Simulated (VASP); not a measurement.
Crystal: MgS.

```
CELL_PARAMETERS angstrom
0.00000 2.78841 2.78841
2.78841 0.00000 2.78841
2.78841 2.78841 0.00000
ATOMIC_POSITIONS crystal
Mg 0.00000 0.00000 0.00000
S 0.25000 0.25000 0.25000
```

This cell differs from its parent crystal: strain -1.5%.

Base run:

- Program: VASP 6.6.1
- Functional: r2SCAN
- Potentials or basis: VASP PAW PBE potentials, release 64 (Mg, S)
- Cutoff: 520 eV
- k mesh: 8 × 8 × 8
- Occupations: gaussian, width 0.01 eV
- Spin: no spin polarisation

Its results: band gap on the k mesh 4.28 eV, indirect (least direct gap 4.38 eV); pressure 2.7 GPa.

Q: The run is repeated on the same cell with these changes: functional from r2SCAN to HSE06; k mesh from 8 × 8 × 8 to 6 × 6 × 6. What comes out?

A: Band gap on the k mesh 4.76 eV, direct; pressure 2.8 GPa.

Several settings changed at once, so the effect can't be laid on one alone.

Caveats: the PAW data sets were made with another functional, which shifts forces and pressure a little.

A k mesh can miss the band edges.
